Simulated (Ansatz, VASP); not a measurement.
## Al: VASP beside Ansatz

```
CELL_PARAMETERS angstrom
1.42463 -2.51413 0.00000
1.42463 2.51413 0.00000
0.00000 0.00000 4.64350
ATOMIC_POSITIONS crystal
Al 0.33335 0.66665 0.75000
Al 0.66665 0.33335 0.25000
```

Change from the starting cell: the structure that the rattled cell fell into.

Alike in both runs: task single point; functional PBE; k mesh 8 × 8 × 4; occupations gaussian, width 0.1 eV; no spin polarisation.

```csv
,VASP,Ansatz
version,VASP 6.6.1,Ansatz 0.2.0
potentials or method,"VASP PAW PBE potentials, release 64 (Al), cutoff 520 eV","scalar-relativistic, plane waves, PAW"
valence electrons in the cell,6,6
```

|  | VASP | Ansatz | Ansatz less VASP |
| --- | --- | --- | --- |
| gap on the k mesh at the Fermi level (eV) | none | none | - |
| pressure (GPa) | 0.3 | 0.3 | +0.03 |
| traceless stress, the component that is largest in VASP (GPa) | -0.62 | -0.62 | +0.002 |

A gap of «none» marks a metal or a gap that the smearing closes.
